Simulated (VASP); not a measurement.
# Ti (Cmce) in VASP: further runs

Runs on Ti. Level: r2SCAN. Tasks: single point.

All numbers are computed with VASP 6.6.1; they aren't measurements. Logs are shortened: lines on timing, memory, paths and dates and some standing lists are left out, and cuts for length are marked.

## Step 1: The cell of the first run

It takes space group Cmce (No. 64, orthorhombic). Conventional cell: a = 4.389 Å, b = 7.438 Å, c = 4.395 Å, α = 90.00°, β = 90.00°, γ = 90.00°. Ti (site symmetry m) has 7 Ti at 2.37 to 2.72 Å within 3.1 Å.

## Step 2: Single point, r2SCAN

POSCAR

```
Ti
1.0
    2.1943530355     -3.7190214569      0.0000000000
    2.1943530355      3.7190214569      0.0000000000
    0.0000000000      0.0000000000      4.3945437982
Ti
4
Direct
    0.1525000000      0.8475000000      0.0785000000
    0.6525000000      0.3475000000      0.4215000000
    0.8475000000      0.1525000000      0.9215000000
    0.3475000000      0.6525000000      0.5785000000
```

INCAR.step1

```
PREC = Accurate
ENCUT = 520
ISMEAR = 0
SIGMA = 0.1
LREAL = F
LASPH = T
NELM = 100
NBANDS = 32
GGA = PE
ALGO = Normal
EDIFF = 1E-4
LWAVE = T
LCHARG = F
```

INCAR.step2

```
PREC = Accurate
ENCUT = 520
EDIFF = 1E-6
ISMEAR = 0
SIGMA = 0.1
LREAL = F
LASPH = T
NELM = 100
ALGO = Normal
ISIF = 2
LWAVE = F
LCHARG = F
METAGGA = R2SCAN
LMIXTAU = T
NBANDS = 32
ISTART = 1
```

KPOINTS

```
regular mesh
0
Gamma
  6 6 4
```

Potentials or basis: VASP PAW PBE potentials, release 64 (Ti_sv).

Started as:

```bash
> cat potpaw_PBE.64/Ti_sv/POTCAR > POTCAR
> cp INCAR.step1 INCAR
> mpirun -np 1 vasp_std > vasp.out
> cp INCAR.step2 INCAR
> mpirun -np 1 vasp_std > vasp.out
```

OUTCAR:

```text
PREC = Accurate
   ENCUT = 520
   EDIFF = 1E-6
   ISMEAR = 0
   LREAL = F
   LASPH = T
   NELM = 100
   ISIF = 2
   METAGGA = R2SCAN
   ISTART = 1

 ion  position               nearest neighbor table
   1  0.153  0.847  0.078-   3 2.37   4 2.63   4 2.63   2 2.66   2 2.66   3 2.72   3 2.72
   2  0.653  0.347  0.422-   4 2.37   3 2.63   3 2.63   1 2.66   1 2.66   4 2.72   4 2.72
   3  0.847  0.153  0.922-   1 2.37   2 2.63   2 2.63   4 2.66   4 2.66   1 2.72   1 2.72
   4  0.347  0.653  0.578-   2 2.37   1 2.63   1 2.63   3 2.66   3 2.66   2 2.72   2 2.72

  LATTYP: Found a base centered orthorhombic cell.
 ALAT       =     4.3887060710
 B/A-ratio  =     1.6948145520
 C/A-ratio  =     1.0013301705

  Lattice vectors:

 A1 = (   2.1943530355,  -3.7190214569,   0.0000000000)
 A2 = (   2.1943530355,   3.7190214569,   0.0000000000)
 A3 = (   0.0000000000,   0.0000000000,   4.3945437982)

Analysis of symmetry for initial positions (statically):
=====================================================================
 Subroutine PRICEL returns:
 Original cell was already a primitive cell.

 Routine SETGRP: Setting up the symmetry group for a
 base centered orthorhombic supercell.

 Subroutine GETGRP returns: Found  8 space group operations
 (whereof  4 operations were pure point group operations)
 out of a pool of  8 trial point group operations.

The static configuration has the point symmetry C_2h.
 The point group associated with its full space group is D_2h.

Analysis of symmetry for dynamics (positions and initial velocities):
=====================================================================
 Subroutine PRICEL returns:
 Original cell was already a primitive cell.

 Routine SETGRP: Setting up the symmetry group for a
 base centered orthorhombic supercell.

 Subroutine GETGRP returns: Found  8 space group operations
 (whereof  4 operations were pure point group operations)
 out of a pool of  8 trial point group operations.

The dynamic configuration has the point symmetry C_2h.
 The point group associated with its full space group is D_2h.

 Subroutine INISYM returns: Found  8 space group operations
 (whereof  4 operations are pure point group operations),
 and found     1 'primitive' translations

----------------------------------------------------------------------------------------

                                     Primitive cell

  volume of cell :      71.7264

  direct lattice vectors                    reciprocal lattice vectors
     2.194353035 -3.719021457  0.000000000     0.227857593 -0.134443968  0.000000000
     2.194353035  3.719021457  0.000000000     0.227857593  0.134443968  0.000000000
     0.000000000  0.000000000  4.394543798     0.000000000  0.000000000  0.227554906

  length of vectors
     4.318136848  4.318136848  4.394543798     0.264564289  0.264564289  0.227554906

  position of ions in fractional coordinates (direct lattice)
     0.152500000  0.847500000  0.078500000
     0.652500000  0.347500000  0.421500000
     0.847500000  0.152500000  0.921500000
     0.347500000  0.652500000  0.578500000

  ion indices of the primitive-cell ions
   primitive index   ion index
                 1           1
                 2           2
                 3           3
                 4           4

----------------------------------------------------------------------------------------

 KPOINTS: regular mesh

Automatic generation of k-mesh.
 Grid dimensions read from file:
 generate k-points for:    6    6    4

 Generating k-lattice:

  Cartesian coordinates                     Fractional coordinates (reciprocal lattice)
     0.037976265 -0.022407328  0.000000000     0.166666667  0.000000000  0.000000000
     0.037976265  0.022407328  0.000000000     0.000000000  0.166666667  0.000000000
     0.000000000  0.000000000  0.056888726     0.000000000  0.000000000  0.250000000

  Length of vectors
     0.044094048  0.044094048  0.056888726

  Shift w.r.t. Gamma in fractional coordinates (k-lattice)
     0.000000000  0.000000000  0.000000000

 Subroutine IBZKPT returns following result:
 ===========================================

 Found     39 irreducible k-points:

 Following reciprocal coordinates:
            Coordinates               Weight
  0.000000  0.000000  0.000000      1.000000
  0.166667  0.000000  0.000000      4.000000
  0.333333  0.000000  0.000000      4.000000
  0.500000  0.000000  0.000000      2.000000
  0.166667  0.166667  0.000000      2.000000
  0.333333  0.166667  0.000000      4.000000
[... 16 lines left out ...]
  0.333333  0.333333  0.250000      4.000000
  0.500000  0.333333  0.250000      8.000000
 [... further k-points ...]
   k-points           NKPTS =     39   k-points in BZ     NKDIM =     39   number of bands    NBANDS=     32
   number of dos      NEDOS =    301   number of ions     NIONS =      4
   total plane-waves  NPLWV =  36864
   dimension x,y,z NGX =    32 NGY =   32 NGZ =   36
   dimension x,y,z NGXF=    64 NGYF=   64 NGZF=   72
   ions per type =               4
   NGX,Y,Z   is equivalent  to a cutoff of  12.32, 12.32, 13.62 a.u.
   NGXF,Y,Z  is equivalent  to a cutoff of  24.64, 24.64, 27.24 a.u.
 SYSTEM =  unknown system
   PREC   = accura    normal or accurate (medium, high low for compatibility)
   ISTART =      1    job   : 0-new  1-cont  2-samecut
   ICHARG =      0    charge: 1-file 2-atom 10-const
   ISPIN  =      1    spin polarized calculation?
   LNONCOLLINEAR =      F non collinear calculations
   LSORBIT =      F    spin-orbit coupling
   LASPH  =      T    aspherical Exc in radial PAW
   ENCUT  =  520.0 eV  38.22 Ry    6.18 a.u.   8.03  8.03  8.17*2*pi/ulx,y,z
   NELM   =    100;   NELMIN=  2; NELMDL=  0     # of ELM steps
   EDIFF  = 0.1E-05   stopping-criterion for ELM
   LREAL  =      F    real-space projection
   EDIFFG = 0.1E-04   stopping-criterion for IOM
   NSW    =      0    number of steps for IOM
   IBRION =     -1    ionic relax: 0-MD 1-quasi-New 2-CG
   NFREE  =      0    steps in history (QN), initial steepest desc. (CG)
   ISIF   =      2    stress and relaxation
   ISYM   =      2    0-nonsym 1-usesym 2-fastsym
   POTIM  = 0.5000    time-step for ionic-motion
   TEBEG  =    0.0;   TEEND  =   0.0 temperature during run
   PSTRESS=    0.0 pullay stress
   NELECT =      48.0000    total number of electrons
   NUPDOWN=      -1.0000    fix difference up-down
   EMIN   =  10.00;   EMAX   =-10.00  energy-range for DOS
   EFERMI =   0.00;   METHOD = LEGACY
   ISMEAR =     0;   SIGMA  =   0.10  broadening in eV -4-tet -1-fermi 0-gaus
   EFERMI_NEDOS =   21; number of points for ismear=-14 and -15
   IALGO  =     38    algorithm
   IMIX   =      4    mixing-type and parameters
     AMIX     =   0.40;   BMIX     =  1.00
     AMIX_MAG =   1.60;   BMIX_MAG =  1.00
  volume/ion in A,a.u.               =      17.93       121.01
  Fermi-wavevector in a.u.,A,eV,Ry     =   1.431954  2.706000 27.898622  2.050491
  Thomas-Fermi vector in A             =   2.551634
   LORBIT       =      0    0 simple, 1 ext, 2 COOP (PROOUT), +10 PAW based schemes
   METAGGA = R2SCAN    functional components
   LHFCALC =     F    Hartree Fock is set to
   AEXX    =    0.0000 exact exchange contribution
   IVDW    =     0    specifies the selected vdW correction
   LEPSILON=     F    determine dielectric tensor
   LRPA    =     F    only Hartree local field effects (RPA)
 non-spin polarized calculation
 Gauss-broadening in eV      SIGMA  =   0.10
  energy-cutoff  :      520.00
  volume of cell :       71.73
 maximum number of plane-waves:      1956
   NGX = 17   NGY = 17   NGZ = 17

 number of electron      48.0000002 magnetization

 Free energy of the ion-electron system (eV)
  ---------------------------------------------------
  ext. energy  EPLUGINS =         0.00000000
  ---------------------------------------------------
  free energy    TOTEN  =       -46.82352306 eV

  energy without entropy =      -46.76802857  energy(sigma->0) =      -46.79577581

 E-fermi :   7.7836     XC(G=0): -12.0413

 val. band max:        7.7744890095   @ k =   0.1667   0.1667   0.0000
 cond. band min:       7.7858437910   @ k =   0.1667   0.0000   0.2500
 fundamental gap:      0.0113547815
 Fermi energy:         7.7836091703

 k-point     1 :       0.0000    0.0000    0.0000
  band No.  band energies     occupation
      1     -51.1349      2.00000
      2     -50.8891      2.00000
      3     -50.7387      2.00000
      4     -50.7262      2.00000
      5     -26.9342      2.00000
      6     -26.6546      2.00000
[... 24 lines left out ...]
     31       9.5962      0.00000
     32      10.2010      0.00000

 k-point     2 :       0.1667    0.0000    0.0000
  band No.  band energies     occupation
      1     -51.1145      2.00000
      2     -50.8953      2.00000
      3     -50.7486      2.00000
      4     -50.7314      2.00000
      5     -26.9197      2.00000
      6     -26.6710      2.00000
[... 24 lines left out ...]
     31       9.9986      0.00000
     32      10.4299      0.00000

 k-point     3 :       0.3333    0.0000    0.0000
  band No.  band energies     occupation
      1     -51.0594      2.00000
      2     -50.9250      2.00000
      3     -50.7624      2.00000
      4     -50.7447      2.00000
      5     -26.8748      2.00000
      6     -26.7258      2.00000
[... 24 lines left out ...]
     31       9.8360      0.00000
     32      10.6639      0.00000

 k-point     4 :       0.5000    0.0000    0.0000
  band No.  band energies     occupation
      1     -50.9871      2.00000
      2     -50.9871      2.00000
      3     -50.7590      2.00000
      4     -50.7590      2.00000
      5     -26.8033      2.00000
      6     -26.8033      2.00000
[... 654 lines left out ...]
     31       9.6195      0.00000
     32      10.4780      0.00000

 k-point    23 :       0.3333    0.3333    0.2500
  band No.  band energies     occupation
      1     -50.9720      2.00000
      2     -50.9223      2.00000
      3     -50.8657      2.00000
      4     -50.7336      2.00000
      5     -26.8693      2.00000
      6     -26.8216      2.00000
[... 24 lines left out ...]
     31       9.9150      0.00000
     32      10.5490      0.00000

 k-point    24 :       0.5000    0.3333    0.2500
  band No.  band energies     occupation
      1     -50.9719      2.00000
      2     -50.9353      2.00000
      3     -50.8545      2.00000
      4     -50.7319      2.00000
      5     -26.8148      2.00000
      6     -26.8089      2.00000
[... 24 lines left out ...]
     31      10.0226      0.00000
     32      10.4932      0.00000

 [... further k-points ...]
[... 5 lines left out ...]
  --------------------------------------------------------------------------------------
  -------------------------------------------------------------------------------------
  Total        2.3754670      8.4947423      1.1220119      0.0000000      0.0000000      0.0000000
  in kB       53.0616330    189.7500137     25.0627690      0.0000000      0.0000000      0.0000000
  external PRESSURE =      89.2914719 kB  Pullay stress =       0.0000000 kB

 VOLUME and BASIS-vectors are now :
 -----------------------------------------------------------------------------
  energy-cutoff  :      520.00
  volume of cell :       71.73
      direct lattice vectors                 reciprocal lattice vectors
     2.194353035 -3.719021457  0.000000000     0.227857593 -0.134443968  0.000000000
     2.194353035  3.719021457  0.000000000     0.227857593  0.134443968  0.000000000
     0.000000000  0.000000000  4.394543798     0.000000000  0.000000000  0.227554906

 POSITION                                       TOTAL-FORCE (eV/Angst)
 -----------------------------------------------------------------------------------
      2.19435      2.58472      0.34497         0.000000      0.001700     -0.409979
      2.19435     -1.13430      1.85230         0.000000      0.001700      0.409979
      2.19435     -2.58472      4.04957         0.000000     -0.001700      0.409979
      2.19435      1.13430      2.54224         0.000000     -0.001700     -0.409979
 -----------------------------------------------------------------------------------
    total drift:                               -0.000000     -0.000000     -0.000000

  FREE ENERGIE OF THE ION-ELECTRON SYSTEM (eV)
  ---------------------------------------------------
  free  energy   TOTEN  =       -46.8235230558 eV

  energy  without entropy=      -46.7680285739  energy(sigma->0) =      -46.79577581
```

Run time: 3.2 min. Hardware: 1 thread of Intel Xeon Platinum 8488C (Sapphire Rapids), shared host; peak memory 0.22 GiB.

Results:

- Free energy: -46.8235 eV
- Pressure: 8.9 GPa
- Largest force: 0.410 eV/Å
- Band gap on the k mesh: zero (band 24 reaches 7.87 eV, above the bottom of band 25 at 7.60 eV)

Forces on the atoms (eV/Å):
```
Ti   0.000  0.002 -0.410
Ti   0.000  0.002  0.410
Ti   0.000 -0.002  0.410
Ti   0.000 -0.002 -0.410
```

Stress tensor (GPa, compression positive):
```
 5.31  0.00  0.00
 0.00 18.98  0.00
 0.00  0.00  2.51
```

Caveat: the PAW data sets were made with another functional, which shifts forces and pressure a little.

## Step 3: Single point, r2SCAN

This run uses another cell than the first one, of 17.80 Å³/atom, 0.993 times its volume.

POSCAR

```
Ti
1.0
    1.6185514997     -5.1343778691      0.0000000000
    1.6185514997      5.1343778691      0.0000000000
    0.0000000000      0.0000000000      4.2835381079
Ti
4
Direct
    0.0980000000      0.9020000000      0.9100000000
    0.5980000000      0.4020000000      0.5900000000
    0.9020000000      0.0980000000      0.0900000000
    0.4020000000      0.5980000000      0.4100000000
```

INCAR.step1

```
SYSTEM = Ti
PREC     = Accurate       ! precision mode
ENCUT    = 520            ! plane-wave cutoff, eV
ISMEAR   = 0              ! smearing method
SIGMA    = 0.1            ! smearing width, eV
LREAL    = .FALSE.        ! projectors in reciprocal space
LASPH    = .TRUE.         ! aspherical terms in the spheres
NELM     = 80             ! most SCF steps
NBANDS   = 32             ! bands
GGA      = PE             ! functional
ALGO     = Normal         ! electronic algorithm
EDIFF    = 1E-4           ! SCF threshold, eV
LWAVE    = .TRUE.         ! write WAVECAR
LCHARG   = .FALSE.        ! write CHGCAR
```

INCAR.step2

```
SYSTEM = Ti
PREC     = Accurate       ! precision mode
ENCUT    = 520            ! plane-wave cutoff, eV
EDIFF    = 1E-6           ! SCF threshold, eV
ISMEAR   = 0              ! smearing method
SIGMA    = 0.1            ! smearing width, eV
LREAL    = .FALSE.        ! projectors in reciprocal space
LASPH    = .TRUE.         ! aspherical terms in the spheres
NELM     = 80             ! most SCF steps
ALGO     = Normal         ! electronic algorithm
ISIF     = 2              ! what is computed and relaxed
LWAVE    = .FALSE.        ! write WAVECAR
LCHARG   = .FALSE.        ! write CHGCAR
METAGGA  = R2SCAN         ! meta-GGA
LMIXTAU  = .TRUE.       
NBANDS   = 32             ! bands
ISTART   = 1
```

KPOINTS

```
regular mesh
0
G
  6 6 4
  0 0 0
```

Potentials or basis: VASP PAW PBE potentials, release 64 (Ti_sv).

Started as:

```bash
> cat potpaw_PBE.64/Ti_sv/POTCAR > POTCAR
> cp INCAR.step1 INCAR
> mpirun -np 1 vasp_std > vasp.out
> cp INCAR.step2 INCAR
> mpirun -np 1 vasp_std > vasp.out
```

It took 5.4 min on 1 thread of Intel Xeon 6975P-C, shared host; peak memory 0.26 GiB.

The run converged. Its results:

* Free energy: -44.2547 eV
* Pressure: 7.9 GPa
* Largest force: 3.717 eV/Å
* Band gap on the k mesh: zero (band 24 reaches 8.51 eV, above the bottom of band 25 at 7.61 eV)

Forces in eV/Å, atoms in the order of the input:
```
Ti   0.000 -2.533  2.721
Ti   0.000 -2.533 -2.721
Ti   0.000  2.533 -2.721
Ti   0.000  2.533  2.721
```

Stress tensor (GPa, compression positive):
```
10.47  0.00  0.00
 0.00  4.73  0.00
 0.00  0.00  8.59
```

Levels at points of the mesh, in eV from the Fermi level:
| k point | band 22 | band 23 | band 24 | band 25 | band 26 | band 27 |
| --- | --- | --- | --- | --- | --- | --- |
| (0.00, 0.00, 0.00) | -1.53 | -1.17 | -0.43 | 0.00 | 0.80 | 1.11 |
| (0.50, 0.00, 0.00) | -1.53 | 0.52 | 0.52 | 0.59 | 0.59 | 1.29 |
| (0.50, 0.50, 0.00) | -1.67 | -1.32 | -1.15 | -0.13 | 0.70 | 0.99 |
| (0.00, 0.00, 0.50) | -1.47 | -0.45 | -0.45 | -0.33 | -0.33 | -0.23 |
| (0.50, 0.00, 0.50) | -0.68 | -0.23 | -0.23 | 0.97 | 0.97 | 1.09 |
| (0.50, 0.50, 0.50) | -1.98 | -0.51 | -0.51 | -0.34 | -0.34 | -0.23 |

Caveat: the k points lie up to 0.37 Å⁻¹ apart; the PAW data sets were made with another functional, which shifts forces and pressure a little.
